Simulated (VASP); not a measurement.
# Sr (P6/mmm) in VASP: single point with PBEsol

Aim: the single point of Sr with PBEsol.

Program: VASP 6.6.1. These are calculated values, not measurements. Logs are shortened: lines on timing, memory, paths and dates and some standing lists are left out, and cuts for length are marked.

### 1 The cell of the first run

Symmetry: P6/mmm, No. 191, hexagonal system. Conventional cell: a = 5.074 Å, b = 5.074 Å, c = 4.109 Å, α = 90.00°, β = 90.00°, γ = 120.00°. Within 5.4 Å of Sr (site symmetry 6/mmm) lie 8 Sr at 4.11 to 5.07 Å.

This isn't the form of Sr at room conditions, which is fcc.

### 2 Single point, PBEsol

INCAR reads:

```
SYSTEM = Sr
PREC = Accurate
ENCUT = 520
EDIFF = 1E-7
ISMEAR = -1
SIGMA = 0.05
LREAL = .FALSE.
LASPH = .TRUE.
NELM = 80
ALGO = Normal
ISIF = 2
LWAVE = .FALSE.
LCHARG = .FALSE.
GGA = PS
NBANDS = 17
```

KPOINTS reads:

```
Automatic mesh
0
G
  5 5 3
  0 0 0
```

POSCAR reads:

```
Sr
1.0
    5.0740000000      0.0000000000      0.0000000000
   -2.5370000000      4.3942129000      0.0000000000
    0.0000000000      0.0000000000      8.2170000000
Sr
2
Direct
    0.0000000000      0.0000000000      0.2500000000
    0.0000000000      0.0000000000      0.7500000000
```

Potentials or basis: VASP PAW PBE potentials, release 64 (Sr_sv).

Run with:

```
> cat potpaw_PBE.64/Sr_sv/POTCAR > POTCAR
> mpirun -np 1 vasp_std > vasp.out
```

OUTCAR:

```text
SYSTEM = Sr
   PREC = Accurate
   ENCUT = 520
   EDIFF = 1E-7
   ISMEAR = -1
   LREAL = .FALSE.
   LASPH = .TRUE.
   NELM = 80
   ISIF = 2
   GGA = PS

 ion  position               nearest neighbor table
   1  0.000  0.000  0.250-   2 4.11   2 4.11
   2  0.000  0.000  0.750-   1 4.11   1 4.11

  LATTYP: Found a hexagonal cell.
 ALAT       =     5.0740000000
 C/A-ratio  =     1.6194324005

  Lattice vectors:

 A1 = (   5.0740000000,   0.0000000000,   0.0000000000)
 A2 = (  -2.5370000000,   4.3942129000,   0.0000000000)
 A3 = (   0.0000000000,   0.0000000000,   8.2170000000)

Analysis of symmetry for initial positions (statically):
=====================================================================
 Subroutine PRICEL returns following result:

  LATTYP: Found a hexagonal cell.
 ALAT       =     5.0740000000
 C/A-ratio  =     0.8097162002

  Lattice vectors:

 A1 = (   5.0740000000,   0.0000000000,   0.0000000000)
 A2 = (  -2.5370000000,   4.3942129000,   0.0000000000)
 A3 = (   0.0000000000,   0.0000000000,   4.1085000000)

   2 primitive cells build up your supercell.

 Routine SETGRP: Setting up the symmetry group for a
 hexagonal supercell.

 Subroutine GETGRP returns: Found 24 space group operations
 (whereof 24 operations were pure point group operations)
 out of a pool of 24 trial point group operations.

The static configuration has the point symmetry D_6h.

Analysis of symmetry for dynamics (positions and initial velocities):
=====================================================================
 Subroutine PRICEL returns following result:

  LATTYP: Found a hexagonal cell.
 ALAT       =     5.0740000000
 C/A-ratio  =     0.8097162002

  Lattice vectors:

 A1 = (   5.0740000000,   0.0000000000,   0.0000000000)
 A2 = (  -2.5370000000,   4.3942129000,   0.0000000000)
 A3 = (   0.0000000000,   0.0000000000,   4.1085000000)

   2 primitive cells build up your supercell.

 Routine SETGRP: Setting up the symmetry group for a
 hexagonal supercell.

 Subroutine GETGRP returns: Found 24 space group operations
 (whereof 24 operations were pure point group operations)
 out of a pool of 24 trial point group operations.

The dynamic configuration has the point symmetry D_6h.

 Subroutine INISYM returns: Found 24 space group operations
 (whereof 24 operations are pure point group operations),
 and found     2 'primitive' translations

----------------------------------------------------------------------------------------

                                     Primitive cell

  volume of cell :      91.6041

  direct lattice vectors                    reciprocal lattice vectors
     5.074000000  0.000000000  0.000000000     0.197083169  0.113786021  0.000000000
    -2.537000000  4.394212900  0.000000000     0.000000000  0.227572041  0.000000000
     0.000000000  0.000000000  4.108500000     0.000000000  0.000000000  0.243397834

  length of vectors
     5.074000000  5.074000001  4.108500000     0.227572041  0.227572041  0.243397834

  position of ions in fractional coordinates (direct lattice)
     0.000000000  0.000000000  0.500000000

  ion indices of the primitive-cell ions
   primitive index   ion index
                 1           1

----------------------------------------------------------------------------------------

 KPOINTS: Automatic mesh

Automatic generation of k-mesh.
 Grid dimensions read from file:
 generate k-points for:    5    5    3

 Generating k-lattice:

  Cartesian coordinates                     Fractional coordinates (reciprocal lattice)
     0.039416634  0.022757204  0.000000000     0.200000000 -0.000000000  0.000000000
     0.000000000  0.045514408  0.000000000     0.000000000  0.200000000  0.000000000
     0.000000000  0.000000000  0.040566306     0.000000000  0.000000000  0.333333333

  Length of vectors
     0.045514408  0.045514408  0.040566306

  Shift w.r.t. Gamma in fractional coordinates (k-lattice)
     0.000000000  0.000000000  0.000000000

 Subroutine IBZKPT returns following result:
 ===========================================

 Found     10 irreducible k-points:

 Following reciprocal coordinates:
            Coordinates               Weight
  0.000000  0.000000  0.000000      1.000000
  0.200000  0.000000  0.000000      6.000000
  0.400000  0.000000  0.000000      6.000000
  0.200000  0.200000  0.000000      6.000000
  0.400000  0.200000  0.000000      6.000000
  0.000000  0.000000  0.333333      2.000000
  0.200000  0.000000  0.333333     12.000000
  0.400000  0.000000  0.333333     12.000000
  0.200000  0.200000  0.333333     12.000000
  0.400000  0.200000  0.333333     12.000000
   k-points           NKPTS =     10   k-points in BZ     NKDIM =     10   number of bands    NBANDS=     17
   number of dos      NEDOS =    301   number of ions     NIONS =      2
   total plane-waves  NPLWV = 102400
   dimension x,y,z NGX =    40 NGY =   40 NGZ =   64
   dimension x,y,z NGXF=    80 NGYF=   80 NGZF=  128
   ions per type =               2
   NGX,Y,Z   is equivalent  to a cutoff of  13.11, 13.11, 12.95 a.u.
   NGXF,Y,Z  is equivalent  to a cutoff of  26.21, 26.21, 25.90 a.u.
 SYSTEM =  Sr
   PREC   = accura    normal or accurate (medium, high low for compatibility)
   ISTART =      0    job   : 0-new  1-cont  2-samecut
   ICHARG =      2    charge: 1-file 2-atom 10-const
   ISPIN  =      1    spin polarized calculation?
   LNONCOLLINEAR =      F non collinear calculations
   LSORBIT =      F    spin-orbit coupling
   LASPH  =      T    aspherical Exc in radial PAW
   ENCUT  =  520.0 eV  38.22 Ry    6.18 a.u.   9.43  9.43 15.28*2*pi/ulx,y,z
   NELM   =     80;   NELMIN=  2; NELMDL= -5     # of ELM steps
   EDIFF  = 0.1E-06   stopping-criterion for ELM
   LREAL  =      F    real-space projection
   EDIFFG = 0.1E-05   stopping-criterion for IOM
   NSW    =      0    number of steps for IOM
   IBRION =     -1    ionic relax: 0-MD 1-quasi-New 2-CG
   NFREE  =      0    steps in history (QN), initial steepest desc. (CG)
   ISIF   =      2    stress and relaxation
   ISYM   =      2    0-nonsym 1-usesym 2-fastsym
   POTIM  = 0.5000    time-step for ionic-motion
   TEBEG  =    0.0;   TEEND  =   0.0 temperature during run
   PSTRESS=    0.0 pullay stress
   NELECT =      20.0000    total number of electrons
   NUPDOWN=      -1.0000    fix difference up-down
   EMIN   =  10.00;   EMAX   =-10.00  energy-range for DOS
   EFERMI =   0.00;   METHOD = LEGACY
   ISMEAR =    -1;   SIGMA  =   0.05  broadening in eV -4-tet -1-fermi 0-gaus
   EFERMI_NEDOS =   21; number of points for ismear=-14 and -15
   IALGO  =     38    algorithm
   IMIX   =      4    mixing-type and parameters
     AMIX     =   0.40;   BMIX     =  1.00
     AMIX_MAG =   1.60;   BMIX_MAG =  1.00
  volume/ion in A,a.u.               =      91.60       618.17
  Fermi-wavevector in a.u.,A,eV,Ry     =   0.782414  1.478548  8.329099  0.612171
  Thomas-Fermi vector in A             =   1.886132
   LORBIT       =      0    0 simple, 1 ext, 2 COOP (PROOUT), +10 PAW based schemes
   GGA     = PS    functional components
   LHFCALC =     F    Hartree Fock is set to
   AEXX    =    0.0000 exact exchange contribution
   IVDW    =     0    specifies the selected vdW correction
   LEPSILON=     F    determine dielectric tensor
   LRPA    =     F    only Hartree local field effects (RPA)
 non-spin polarized calculation
  energy-cutoff  :      520.00
  volume of cell :      183.21
 maximum number of plane-waves:      4955
 NGX is ok and might be reduce to    40
   NGX = 19   NGY = 19   NGZ = 31

 number of electron      19.9999999 magnetization

 Free energy of the ion-electron system (eV)
  ---------------------------------------------------
  ext. energy  EPLUGINS =         0.00000000
  ---------------------------------------------------
  free energy    TOTEN  =        -2.33198585 eV

  energy without entropy =       -2.29961233  energy(sigma->0) =       -2.31579909

 E-fermi :   0.0718     XC(G=0):  -5.9952

 val. band max:        0.0049860904   @ k =   0.2000   0.0000   0.0000
 cond. band min:       0.0729916724   @ k =   0.4000   0.0000   0.0000
 fundamental gap:      0.0680055820
 Fermi energy:         0.0717734405

 k-point     1 :       0.0000    0.0000    0.0000
  band No.  band energies     occupation
      1     -37.5338      2.00000
      2     -37.5264      2.00000
      3     -19.5388      2.00000
      4     -19.4716      2.00000
      5     -19.4716      2.00000
      6     -19.4586      2.00000
[... 9 lines left out ...]
     16       1.8960      0.00000
     17       2.2288      0.00000

 k-point     2 :       0.2000    0.0000    0.0000
  band No.  band energies     occupation
      1     -37.5336      2.00000
      2     -37.5262      2.00000
      3     -19.5379      2.00000
      4     -19.4784      2.00000
      5     -19.4734      2.00000
      6     -19.4649      2.00000
[... 9 lines left out ...]
     16       1.9483      0.00000
     17       1.9915      0.00000

 k-point     3 :       0.4000    0.0000    0.0000
  band No.  band energies     occupation
      1     -37.5332      2.00000
      2     -37.5258      2.00000
      3     -19.5364      2.00000
      4     -19.4893      2.00000
      5     -19.4762      2.00000
      6     -19.4750      2.00000
[... 9 lines left out ...]
     16       1.7056      0.00000
     17       2.7478      0.00000

 k-point     4 :       0.2000    0.2000    0.0000
  band No.  band energies     occupation
      1     -37.5333      2.00000
      2     -37.5259      2.00000
      3     -19.5367      2.00000
      4     -19.4855      2.00000
      5     -19.4774      2.00000
      6     -19.4714      2.00000
[... 9 lines left out ...]
     16       1.9607      0.00000
     17       2.3704      0.00000
[... 63 lines left out ...]
      1     -37.5314      2.00000
      2     -37.5277      2.00000
      3     -19.5019      2.00000
      4     -19.4857      2.00000
      5     -19.4785      2.00000
      6     -19.4728      2.00000
[... 9 lines left out ...]
     16       1.8566      0.00000
     17       2.4623      0.00000

 k-point     9 :       0.2000    0.2000    0.3333
  band No.  band energies     occupation
      1     -37.5314      2.00000
      2     -37.5277      2.00000
      3     -19.5022      2.00000
      4     -19.4820      2.00000
      5     -19.4749      2.00000
      6     -19.4740      2.00000
[... 9 lines left out ...]
     16       1.9556      0.00000
     17       2.0073      0.00000

 k-point    10 :       0.4000    0.2000    0.3333
  band No.  band energies     occupation
      1     -37.5313      2.00000
      2     -37.5276      2.00000
      3     -19.5015      2.00000
      4     -19.4853      2.00000
      5     -19.4782      2.00000
      6     -19.4774      2.00000
[... 9 lines left out ...]
     16       1.8975      0.00000
     17       2.3062      0.00000

------------------------ aborting loop because EDIFF is reached ----------------------------------------

  FORCE on cell =-STRESS in cart. coord.  units (eV):
  Direction    XX          YY          ZZ          XY          YZ          ZX
  --------------------------------------------------------------------------------------
  -------------------------------------------------------------------------------------
  Total       -2.9185689     -2.9185689     -0.4945385      0.0000000      0.0000000     -0.0000000
  in kB      -25.5232331    -25.5232331     -4.3247985      0.0000000      0.0000000     -0.0000000
  external PRESSURE =     -18.4570882 kB  Pullay stress =       0.0000000 kB

 VOLUME and BASIS-vectors are now :
 -----------------------------------------------------------------------------
  energy-cutoff  :      520.00
  volume of cell :      183.21
      direct lattice vectors                 reciprocal lattice vectors
     5.074000000  0.000000000  0.000000000     0.197083169  0.113786021  0.000000000
    -2.537000000  4.394212900  0.000000000     0.000000000  0.227572041  0.000000000
     0.000000000  0.000000000  8.217000000     0.000000000  0.000000000  0.121698917

 POSITION                                       TOTAL-FORCE (eV/Angst)
 -----------------------------------------------------------------------------------
      0.00000      0.00000      2.05425        -0.000000     -0.000000      0.000000
      0.00000      0.00000      6.16275         0.000000      0.000000     -0.000000
 -----------------------------------------------------------------------------------
    total drift:                               -0.000000     -0.000000      0.000000

  FREE ENERGIE OF THE ION-ELECTRON SYSTEM (eV)
  ---------------------------------------------------
  free  energy   TOTEN  =        -2.3319858508 eV

  energy  without entropy=       -2.2996123348  energy(sigma->0) =       -2.31579909
```

Run time: 94 s. Hardware: 1 thread of Intel Xeon 8259CL, shared host; peak memory 0.29 GiB.

What came out:

| Quantity | Value |
| --- | --- |
| Free energy | -2.3320 eV |
| Pressure | -1.8 GPa |
| Band gap on the k mesh | zero (bands 10 and 11 overlap by 0.19 eV) |

Stress tensor (GPa, compression positive):
```
-2.55  0.00  0.00
 0.00 -2.55  0.00
 0.00  0.00 -0.43
```

Levels at points of the mesh, in eV from the Fermi level:
| k point | band 6 | band 7 | band 8 | band 9 | band 10 | band 11 | band 12 | band 13 | band 14 | band 15 |
| --- | --- | --- | --- | --- | --- | --- | --- | --- | --- | --- |
| (0.00, 0.00, 0.00) | -19.53 | -19.53 | -19.47 | -2.87 | -0.85 | -0.12 | 0.61 | 1.64 | 1.64 | 1.82 |

Caveat: the PAW data sets were made with another functional, which shifts forces and pressure a little.
